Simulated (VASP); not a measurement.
A run of VASP 6.6.1 is set up as follows.

INCAR

```
PREC = Accurate
ENCUT = 520
EDIFF = 1E-6
ISMEAR = 0
SIGMA = 0.1
LREAL = False
LASPH = True
NELM = 60
ALGO = Normal
ISIF = 2
LWAVE = False
LCHARG = True
GGA = PE
LELF = True
LVHAR = True
NBANDS = 15
```

File KPOINTS:

```
Automatic mesh
0
Gamma
  16 16 16
```

POSCAR

```
TaN
1.0
    0.0000000000      2.2799297606      2.2799297606
    2.2799297606      0.0000000000      2.2799297606
    2.2799297606      2.2799297606      0.0000000000
Ta N
1 1
Direct
    0.5000000000      0.5000000000      0.5000000000
    0.0000000000      0.0000000000      0.0000000000
```

Potentials or basis: VASP PAW PBE potentials, release 64 (Ta_pv, N).

Run with:

```sh
$ cat potpaw_PBE.64/Ta_pv/POTCAR potpaw_PBE.64/N/POTCAR > POTCAR
$ mpirun -np 1 vasp_std > vasp.out
```

(1) What does it give for the pressure?

(2) What does it give for the band gap on the k mesh?

## Answers

(1) -24.9 GPa.

(2) zero (band 8 reaches 9.93 eV, above the bottom of band 9 at 6.52 eV).

Caveat: spin-orbit coupling is left out, which moves the levels of the heavy elements.
